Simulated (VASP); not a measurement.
# LiBr (Fm-3m) in VASP: a series of runs

Runs on LiBr. Level: r2SCAN. Tasks: single point.

Everything below comes from runs of VASP 6.6.1. Logs are shortened: lines on timing, memory, paths and dates and some standing lists are left out, and cuts for length are marked.

## Step 1: The cell of the first run

It takes space group Fm-3m (No. 225, cubic). The conventional cell has a = 5.501 Å, b = 5.501 Å, c = 5.501 Å, α = 90.00°, β = 90.00°, γ = 90.00°. Within 3.6 Å of Li (site symmetry m-3m) lie 6 Br at 2.75 Å. Br (site symmetry m-3m) has 6 Li at 2.75 Å within 3.6 Å.

## Step 2: Single point, r2SCAN

POSCAR

```
LiBr
1.0
    0.0000000000      2.7506500000      2.7506500000
    2.7506500000      0.0000000000      2.7506500000
    2.7506500000      2.7506500000      0.0000000000
Li Br
1 1
Direct
    0.0000000000      0.0000000000      0.0000000000
    0.5000000000      0.5000000000      0.5000000000
```

INCAR.step1

```
SYSTEM = LiBr
ALGO     = Normal         ! electronic algorithm
EDIFF    = 1E-5           ! SCF threshold, eV
ENCUT    = 830            ! plane-wave cutoff, eV
GGA      = PE             ! functional
GGA_COMPAT= .False.      
ISMEAR   = 0              ! smearing method
LASPH    = .True.         ! aspherical terms in the spheres
LCHARG   = .False.        ! write CHGCAR
LREAL    = .False.        ! projectors in reciprocal space
LWAVE    = .True.         ! write WAVECAR
NBANDS   = 12             ! bands
NELM     = 120            ! most SCF steps
PREC     = Accurate       ! precision mode
SIGMA    = 0.1            ! smearing width, eV
```

INCAR.step2

```
SYSTEM = LiBr
ALGO     = Normal         ! electronic algorithm
EDIFF    = 1E-6           ! SCF threshold, eV
ENCUT    = 830            ! plane-wave cutoff, eV
GGA_COMPAT= .False.      
ISIF     = 2              ! what is computed and relaxed
ISMEAR   = 0              ! smearing method
ISTART   = 1            
LASPH    = .True.         ! aspherical terms in the spheres
LCHARG   = .False.        ! write CHGCAR
LMIXTAU  = .True.       
LREAL    = .False.        ! projectors in reciprocal space
LWAVE    = .False.        ! write WAVECAR
METAGGA  = R2SCAN         ! meta-GGA
NBANDS   = 12             ! bands
NELM     = 120            ! most SCF steps
PREC     = Accurate       ! precision mode
SIGMA    = 0.1            ! smearing width, eV
```

KPOINTS

```
k-points
0
Gamma
  6 6 6
  0 0 0
```

Potentials or basis: VASP PAW PBE potentials, release 64 (Li_sv, Br).

Command:

```bash
$ cat potpaw_PBE.64/Li_sv/POTCAR potpaw_PBE.64/Br/POTCAR > POTCAR
$ cp INCAR.step1 INCAR
$ mpirun -np 1 vasp_std > vasp.out
$ cp INCAR.step2 INCAR
$ mpirun -np 1 vasp_std > vasp.out
```

OUTCAR:

```text
SYSTEM = LiBr
   EDIFF = 1E-6
   ENCUT = 830
   ISIF = 2
   ISMEAR = 0
   ISTART = 1
   LASPH = .True.
   LREAL = .False.
   METAGGA = R2SCAN
   NELM = 120
   PREC = Accurate

 ion  position               nearest neighbor table
   1  0.000  0.000  0.000-
   2  0.500  0.500  0.500-

  LATTYP: Found a face centered cubic cell.
 ALAT       =     5.5013000000

  Lattice vectors:

 A1 = (   0.0000000000,   2.7506500000,   2.7506500000)
 A2 = (   2.7506500000,   0.0000000000,   2.7506500000)
 A3 = (   2.7506500000,   2.7506500000,   0.0000000000)

Analysis of symmetry for initial positions (statically):
=====================================================================
 Subroutine PRICEL returns:
 Original cell was already a primitive cell.

 Routine SETGRP: Setting up the symmetry group for a
 face centered cubic supercell.

 Subroutine GETGRP returns: Found 48 space group operations
 (whereof 48 operations were pure point group operations)
 out of a pool of 48 trial point group operations.

The static configuration has the point symmetry O_h .

Analysis of symmetry for dynamics (positions and initial velocities):
=====================================================================
 Subroutine PRICEL returns:
 Original cell was already a primitive cell.

 Routine SETGRP: Setting up the symmetry group for a
 face centered cubic supercell.

 Subroutine GETGRP returns: Found 48 space group operations
 (whereof 48 operations were pure point group operations)
 out of a pool of 48 trial point group operations.

The dynamic configuration has the point symmetry O_h .

 Subroutine INISYM returns: Found 48 space group operations
 (whereof 48 operations are pure point group operations),
 and found     1 'primitive' translations

----------------------------------------------------------------------------------------

                                     Primitive cell

  volume of cell :      41.6233

  direct lattice vectors                    reciprocal lattice vectors
     0.000000000  2.750650000  2.750650000    -0.181775217  0.181775217  0.181775217
     2.750650000  0.000000000  2.750650000     0.181775217 -0.181775217  0.181775217
     2.750650000  2.750650000  0.000000000     0.181775217  0.181775217 -0.181775217

  length of vectors
     3.890006535  3.890006535  3.890006535     0.314843911  0.314843911  0.314843911

  position of ions in fractional coordinates (direct lattice)
     0.000000000  0.000000000  0.000000000
     0.500000000  0.500000000  0.500000000

[... 77 lines left out ...]
   PSTRESS=    0.0 pullay stress
   NELECT =      10.0000    total number of electrons
   NUPDOWN=      -1.0000    fix difference up-down
   EMIN   =  10.00;   EMAX   =-10.00  energy-range for DOS
   EFERMI =   0.00;   METHOD = LEGACY
   ISMEAR =     0;   SIGMA  =   0.10  broadening in eV -4-tet -1-fermi 0-gaus
   EFERMI_NEDOS =   21; number of points for ismear=-14 and -15
   IALGO  =     38    algorithm
   IMIX   =      4    mixing-type and parameters
     AMIX     =   0.40;   BMIX     =  1.00
     AMIX_MAG =   1.60;   BMIX_MAG =  1.00
  volume/ion in A,a.u.               =      20.81       140.44
  Fermi-wavevector in a.u.,A,eV,Ry     =   1.017723  1.923217 14.092366  1.035760
  Thomas-Fermi vector in A             =   2.151140
   LORBIT       =      0    0 simple, 1 ext, 2 COOP (PROOUT), +10 PAW based schemes
   METAGGA = R2SCAN    functional components
   LHFCALC =     F    Hartree Fock is set to
   AEXX    =    0.0000 exact exchange contribution
   IVDW    =     0    specifies the selected vdW correction
   LEPSILON=     F    determine dielectric tensor
   LRPA    =     F    only Hartree local field effects (RPA)
 non-spin polarized calculation
 Gauss-broadening in eV      SIGMA  =   0.10
  energy-cutoff  :      830.00
  volume of cell :       41.62
 maximum number of plane-waves:      2285
 NGX is ok and might be reduce to    40
   NGX = 19   NGY = 19   NGZ = 19

 number of electron       9.9999999 magnetization

 Free energy of the ion-electron system (eV)
  ---------------------------------------------------
  ext. energy  EPLUGINS =         0.00000000
  ---------------------------------------------------
  free energy    TOTEN  =       -19.14916170 eV

  energy without entropy =      -19.14916170  energy(sigma->0) =      -19.14916170

 E-fermi :   0.3484     XC(G=0):  -8.7978

 val. band max:       -0.0699439919   @ k =   0.0000   0.0000   0.0000
 cond. band min:       5.7998066170   @ k =   0.0000   0.0000   0.0000
 fundamental gap:      5.8697506089
 Fermi energy:         0.3484315620

 k-point     1 :       0.0000    0.0000    0.0000
  band No.  band energies     occupation
      1     -45.8040      2.00000
      2     -13.9695      2.00000
      3      -0.0699      2.00000
      4      -0.0699      2.00000
      5      -0.0699      2.00000
      6       5.7998      0.00000
      7      11.1463      0.00000
      8      11.1463      0.00000
      9      11.1463      0.00000
     10      13.3718      0.00000
     11      13.3718      0.00000
     12      13.3718      0.00000
[... 211 lines left out ...]
 k-point    16 :      -0.3333    0.5000    0.1667
  band No.  band energies     occupation
      1     -45.8027      2.00000
      2     -13.2823      2.00000
      3      -2.6201      2.00000
      4      -1.7665      2.00000
      5      -1.2117      2.00000
      6       7.9356      0.00000
      7       8.9306      0.00000
      8      10.6547      0.00000
      9      11.3751      0.00000
     10      14.2430      0.00000
     11      16.3236      0.00000
     12      18.1115      0.00000

------------------------ aborting loop because EDIFF is reached ----------------------------------------

  FORCE on cell =-STRESS in cart. coord.  units (eV):
  Direction    XX          YY          ZZ          XY          YZ          ZX
  --------------------------------------------------------------------------------------
  -------------------------------------------------------------------------------------
  Total       -0.1790682     -0.1790682     -0.1790682     -0.0000000      0.0000000     -0.0000000
  in kB       -6.8927590     -6.8927590     -6.8927590     -0.0000000      0.0000000     -0.0000000
  external PRESSURE =      -6.8927590 kB  Pullay stress =       0.0000000 kB

 VOLUME and BASIS-vectors are now :
 -----------------------------------------------------------------------------
  energy-cutoff  :      830.00
  volume of cell :       41.62
      direct lattice vectors                 reciprocal lattice vectors
     0.000000000  2.750650000  2.750650000    -0.181775217  0.181775217  0.181775217
     2.750650000  0.000000000  2.750650000     0.181775217 -0.181775217  0.181775217
     2.750650000  2.750650000  0.000000000     0.181775217  0.181775217 -0.181775217

 POSITION                                       TOTAL-FORCE (eV/Angst)
 -----------------------------------------------------------------------------------
      0.00000      0.00000      0.00000        -0.000000     -0.000000     -0.000000
      2.75065      2.75065      2.75065         0.000000      0.000000      0.000000
 -----------------------------------------------------------------------------------
    total drift:                                0.000000     -0.000000      0.000000

  FREE ENERGIE OF THE ION-ELECTRON SYSTEM (eV)
  ---------------------------------------------------
  free  energy   TOTEN  =       -19.1491617013 eV

  energy  without entropy=      -19.1491617013  energy(sigma->0) =      -19.14916170
```

OSZICAR.step1:

```text
N       E                     dE             d eps       ncg     rms          rms(c)
DAV:   1     0.524701859808E+02    0.52470E+02   -0.50319E+03   384   0.104E+03
DAV:   2    -0.277352301689E+01   -0.55244E+02   -0.52686E+02   480   0.158E+02
DAV:   3    -0.653434376450E+01   -0.37608E+01   -0.37472E+01   488   0.426E+01
DAV:   4    -0.666776781235E+01   -0.13342E+00   -0.13338E+00   548   0.706E+00
DAV:   5    -0.666902159169E+01   -0.12538E-02   -0.12538E-02   480   0.735E-01    0.196E+00
DAV:   6    -0.663596190304E+01    0.33060E-01   -0.64822E-02   496   0.118E+00    0.120E+00
DAV:   7    -0.663830125354E+01   -0.23394E-02   -0.38150E-02   536   0.105E+00    0.441E-01
DAV:   8    -0.664073233804E+01   -0.24311E-02   -0.42738E-03   452   0.454E-01    0.727E-02
DAV:   9    -0.664072212536E+01    0.10213E-04   -0.11272E-04   464   0.779E-02    0.287E-02
DAV:  10    -0.664075629089E+01   -0.34166E-04   -0.55123E-05   456   0.495E-02    0.175E-02
DAV:  11    -0.664075725924E+01   -0.96835E-06   -0.51542E-06   284   0.136E-02
   1 F= -.66407573E+01 E0= -.66407573E+01  d E =-.244315E-19
```

It took 2.4 min on 1 thread of Intel Xeon 8259CL, shared host; peak memory 0.26 GiB.

What came out:

```yaml
Free_energy: -19.1492 eV
Pressure: -0.7 GPa
Band_gap_on_the_k_mesh: 5.87 eV
```

Caveat: the PAW data sets were made with another functional, which shifts forces and pressure a little. r2SCAN opens gaps a little over a GGA but as a rule still falls short of measured ones.

## Step 3: Single point, r2SCAN (19.33 Å³/atom)

This run uses another cell than the first one, of 19.33 Å³/atom.

POSCAR

```
LiBr
1.0
    0.0000000000      2.6837944906      2.6837944906
    2.6837944906      0.0000000000      2.6837944906
    2.6837944906      2.6837944906      0.0000000000
Li Br
1 1
Direct
    0.0000000000      0.0000000000      0.0000000000
    0.5000000000      0.5000000000      0.5000000000
```

INCAR.step1

```
ALGO = Normal
EDIFF = 1E-5
ENCUT = 830
GGA = PE
GGA_COMPAT = F
ISMEAR = 0
LASPH = T
LCHARG = F
LREAL = F
LWAVE = T
NBANDS = 12
NELM = 120
PREC = Accurate
SIGMA = 0.02
```

INCAR.step2

```
ALGO = Normal
EDIFF = 1E-6
ENCUT = 830
GGA_COMPAT = F
ISIF = 2
ISMEAR = 0
ISTART = 1
LASPH = T
LCHARG = F
LMIXTAU = T
LREAL = F
LWAVE = F
METAGGA = R2SCAN
NBANDS = 12
NELM = 120
PREC = Accurate
SIGMA = 0.02
```

KPOINTS

```
k-points
0
Gamma
  8 8 8
```

Potentials or basis: VASP PAW PBE potentials, release 64 (Li_sv, Br).

Command:

```bash
$ cat potpaw_PBE.64/Li_sv/POTCAR potpaw_PBE.64/Br/POTCAR > POTCAR
$ cp INCAR.step1 INCAR
$ mpirun -np 1 vasp_std > vasp.out
$ cp INCAR.step2 INCAR
$ mpirun -np 1 vasp_std > vasp.out
```

OUTCAR:

```text
EDIFF = 1E-6
   ENCUT = 830
   ISIF = 2
   ISMEAR = 0
   ISTART = 1
   LASPH = T
   LREAL = F
   METAGGA = R2SCAN
   NELM = 120
   PREC = Accurate

 ion  position               nearest neighbor table
   1  0.000  0.000  0.000-   2 2.68   2 2.68   2 2.68   2 2.68   2 2.68   2 2.68
   2  0.500  0.500  0.500-   1 2.68   1 2.68   1 2.68   1 2.68   1 2.68   1 2.68

  LATTYP: Found a face centered cubic cell.
 ALAT       =     5.3675889812

  Lattice vectors:

[... 547 lines left out ...]
------------------------ aborting loop because EDIFF is reached ----------------------------------------

  FORCE on cell =-STRESS in cart. coord.  units (eV):
  Direction    XX          YY          ZZ          XY          YZ          ZX
  --------------------------------------------------------------------------------------
  -------------------------------------------------------------------------------------
  Total        0.4014061      0.4014061      0.4014061     -0.0000000      0.0000000     -0.0000000
  in kB       16.6347709     16.6347709     16.6347709     -0.0000000      0.0000000     -0.0000000
  external PRESSURE =      16.6347709 kB  Pullay stress =       0.0000000 kB

 VOLUME and BASIS-vectors are now :
 -----------------------------------------------------------------------------
  energy-cutoff  :      830.00
  volume of cell :       38.66
      direct lattice vectors                 reciprocal lattice vectors
     0.000000000  2.683794491  2.683794491    -0.186303386  0.186303386  0.186303386
     2.683794491  0.000000000  2.683794491     0.186303386 -0.186303386  0.186303386
     2.683794491  2.683794491  0.000000000     0.186303386  0.186303386 -0.186303386

 POSITION                                       TOTAL-FORCE (eV/Angst)
 -----------------------------------------------------------------------------------
      0.00000      0.00000      0.00000         0.000000      0.000000     -0.000000
      2.68379      2.68379      2.68379        -0.000000     -0.000000      0.000000
 -----------------------------------------------------------------------------------
    total drift:                                0.000000      0.000000      0.000000

  FREE ENERGIE OF THE ION-ELECTRON SYSTEM (eV)
  ---------------------------------------------------
  free  energy   TOTEN  =       -19.1436978804 eV

  energy  without entropy=      -19.1436978804  energy(sigma->0) =      -19.14369788
```

OUTCAR.step1:

```text
EDIFF = 1E-5
   ENCUT = 830
   GGA = PE
   ISMEAR = 0
   LASPH = T
[... 580 lines left out ...]
 -----------------------------------------------------------------------------------
      0.00000      0.00000      0.00000         0.000000      0.000000      0.000000
      2.68379      2.68379      2.68379        -0.000000     -0.000000     -0.000000
 -----------------------------------------------------------------------------------
    total drift:                                0.000000      0.000000      0.000000

  FREE ENERGIE OF THE ION-ELECTRON SYSTEM (eV)
  ---------------------------------------------------
  free  energy   TOTEN  =        -6.6191824482 eV

  energy  without entropy=       -6.6191824482  energy(sigma->0) =       -6.61918245
```

It took 2.3 min on 1 thread of Intel Xeon 8259CL, shared host; peak memory 0.23 GiB.

Results:

```yaml
Free_energy: -19.1437 eV
Pressure: 1.7 GPa
Band_gap_on_the_k_mesh: 6.26 eV
```

Caveat: the PAW data sets were made with another functional, which shifts forces and pressure a little.

(Continued in part 2 of 2.)
